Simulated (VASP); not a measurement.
Here is a VASP 6.6.1 calculation.

Contents of INCAR:

```
SYSTEM = Ge
PREC = Accurate
ENCUT = 520
EDIFF = 1E-6
ISMEAR = -1
SIGMA = 0.05
LREAL = .False.
LASPH = .True.
NELM = 60
ALGO = Normal
ISIF = 2
LWAVE = .False.
LCHARG = .True.
GGA = PS
LELF = .True.
LVHAR = .True.
NBANDS = 13
```

The input KPOINTS:

```
Automatic mesh
0
Gamma
  11 11 10
  0 0 0
```

File POSCAR:

```
Ge
1.0
    1.3992512346     -2.4614100881      0.0000000000
    1.3992512346      2.4614100881      0.0000000000
    0.0000000000      0.0000000000      2.6709106749
Ge
1
Direct
    0.5000000000      0.5000000000      0.0000000000
```

Potentials or basis: VASP PAW PBE potentials, release 64 (Ge_d).

The run is started by

```sh
$ cat potpaw_PBE.64/Ge_d/POTCAR > POTCAR
$ mpirun -np 1 vasp_std > vasp.out
```

(1) Predict the pressure.

(2) What does it give for the band gap on the k mesh?

Results:

(1) -0.1 GPa.

(2) zero (band 7 reaches 13.54 eV, above the bottom of band 8 at 4.28 eV).

Caveat: the PAW data sets were made with another functional, which shifts forces and pressure a little.
